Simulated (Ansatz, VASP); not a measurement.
# In: VASP beside Ansatz

INCAR

```
ALGO     = Normal         # electronic algorithm
EDIFF    = 1E-6           # SCF threshold, eV
ENCUT    = 520            # plane-wave cutoff, eV
ISIF     = 2              # what is computed and relaxed
ISMEAR   = -1             # smearing method
LASPH    = T              # aspherical terms in the spheres
LCHARG   = F              # write CHGCAR
LREAL    = F              # projectors in reciprocal space
LWAVE    = F              # write WAVECAR
NBANDS   = 20             # bands
NELM     = 100            # most SCF steps
PREC     = Accurate       # precision mode
SIGMA    = 0.05           # smearing width, eV
```

File KPOINTS:

```
k-points
0
Gamma
  12 12 12
```

The input POSCAR:

```
In
1.0
    0.0000000000      2.7254001456      2.7254001456
    2.7254001456      0.0000000000      2.7254001456
    2.7254001456      2.7254001456      0.0000000000
In
2
Direct
   -0.1250000000     -0.1250000000     -0.1250000000
    0.1250000000      0.1250000000      0.1250000000
```

Input for Ansatz:

```yaml
crystal:
  lattice:
    - [0.0, 2.7254001456, 2.7254001456]
    - [2.7254001456, 0.0, 2.7254001456]
    - [2.7254001456, 2.7254001456, 0.0]
  atoms:
    - { symbol: In, position: [-0.125, -0.125, -0.125] }
    - { symbol: In, position: [0.125, 0.125, 0.125] }
kpoints:
  mp_grid: { grid: [12, 12, 12] }
scf:
  occupations: { method: fermi_dirac, width: 0.05 }
hamiltonian:
  xc: lda
  pseudopotentials: { kind: all_electron, lapw: { basis_error: 0.001 } }
output:
  forces: true
  stress: true
  eigenvalues: true
  populations: true
```

Change from the starting cell: volume scaled by 0.6, LAPW.

Alike in both runs: task single point; functional LDA; k mesh 12 × 12 × 12; occupations fermi-dirac, width 0.05 eV; no spin polarisation.

```csv
,VASP,Ansatz
version,VASP 6.6.1,Ansatz 0.2.0
potentials or method,"VASP PAW LDA potentials, release 64 (In_d), cutoff 520 eV","all-electron LAPW, scalar-relativistic"
```

VASP gave:

```
pressure (GPa) : 60.5
```

**Question.** Which values does Ansatz return?

**Answer.** Pressure (GPa): 59.7.

LDA's correlation is that of Perdew and Zunger in VASP and of Perdew and Wang (1992) in Ansatz. Both programs put the cell under a high pressure, so it lies far from rest at this level. Ansatz ran all-electron here, and VASP with PAW potentials.

Noted on VASP's run: the cell as given lies far from equilibrium.
